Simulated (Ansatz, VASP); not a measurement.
# Hf3N2 in VASP and in Ansatz

```
Hf N
1.0
     1.70174    0.98250    6.54094
    -1.70174    0.98250    6.54094
     0.00000   -1.96499    6.54094
Hf N
3 2
Direct
  0.74590 0.74590 0.74590
  0.25410 0.25410 0.25410
  0.00000 0.00000 0.00000
  0.61746 0.61746 0.61746
  0.38254 0.38254 0.38254
```

Alike in both runs: functional PBEsol; k mesh 1 × 1 × 1; occupations gaussian, width 0.1 eV; no spin polarisation.

Ansatz relaxed the structure, and its values are those at the end. VASP's run is a single point on that final structure, the one shown.

```csv
,VASP,Ansatz
version,VASP 6.6.1,Ansatz 0.2.0
potentials or method,"VASP PAW PBE potentials, release 64 (Hf_pv, N), cutoff 520 eV","scalar-relativistic, plane waves, PAW"
valence electrons in the cell,40,88
```

|  | VASP | Ansatz | Ansatz less VASP |
| --- | --- | --- | --- |
| gap on the k mesh at the Fermi level (eV) | 3.00 | 3.10 | +0.102 |
| least direct gap on the mesh (eV) | 3.00 | 3.10 | +0.102 |
| pressure (GPa) | -3.1 | 0.0 | +3.07 |
| rms of the force components (eV/Å) | 0.193 | 0.001 | -0.1916 |

VASP's potentials were made for PBE, not for PBEsol. The functional is the same, so the differences come from potentials, cutoffs and numerics. VASP's potentials hold 40 valence electrons a cell and Ansatz's 88, so a difference there can come from the potentials and not from the codes.

The k mesh is coarse, so the values compare programs but aren't converged. Spin-orbit coupling is off throughout.
